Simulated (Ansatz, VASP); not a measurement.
## In: VASP beside Ansatz

File INCAR:

```
SYSTEM = In
  PREC = Accurate
  ENCUT = 520
  EDIFF = 1E-6
  ISMEAR = 0
  SIGMA = 0.1
  LREAL = .FALSE.
  LASPH = .TRUE.
  NELM = 100
  ALGO = Fast
  ISIF = 2
  LWAVE = .FALSE.
  LCHARG = .TRUE.
  GGA = PE
  LELF = .TRUE.
  LVHAR = .TRUE.
  NBANDS = 20
```

KPOINTS

```
Automatic mesh
0
G
  15 15 8
  0 0 0
```

The input POSCAR:

```
In
1.0
    3.5445196133      0.0000000000      0.0000000000
   -1.7722598066      3.0696440294      0.0000000000
    0.0000000000      0.0000000000      5.5238523316
In
2
Direct
    0.3333333300      0.6666666700      0.2500000000
    0.6666666700      0.3333333300      0.7500000000
```

Input for Ansatz:

```yaml
crystal:
  lattice:
    - [3.5445196133, 0.0, 0.0]
    - [-1.7722598066, 3.0696440294, 0.0]
    - [0.0, 0.0, 5.5238523316]
  atoms:
    - { symbol: In, position: [0.33333333, 0.66666667, 0.25] }
    - { symbol: In, position: [0.66666667, 0.33333333, 0.75] }
basis:
  ecutwfc: 420
kpoints:
  mp_grid: { grid: [15, 15, 8] }
hamiltonian:
  xc: pbe
scf:
  occupations: { method: gaussian, width: 0.1 }
output:
  forces: true
  stress: true
  eigenvalues: true
  populations: true
```

Alike in both runs: task single point; functional PBE; k mesh 15 × 15 × 8; occupations gaussian, width 0.1 eV; no spin polarisation.

|  | VASP | Ansatz |
| --- | --- | --- |
| version | VASP 6.6.1 | Ansatz 0.2.0 |
| potentials or method | VASP PAW PBE potentials, release 64 (In_d), cutoff 520 eV | scalar-relativistic, plane waves, PAW |
| valence electrons in the cell | 26 | 26 |

VASP gave:

| Quantity | Value |
| --- | --- |
| gap on the k mesh at the Fermi level (eV) | none |
| pressure (GPa) | -2.2 |
| traceless stress, the component that is largest in VASP (GPa) | 0.06 |

Question: Which values does Ansatz return?

Answer: gap on the k mesh at the Fermi level (eV): none; pressure (GPa): -2.2; traceless stress, the component that is largest in VASP (GPa): 0.05.

A gap of «none» marks a metal or a gap that the smearing closes.
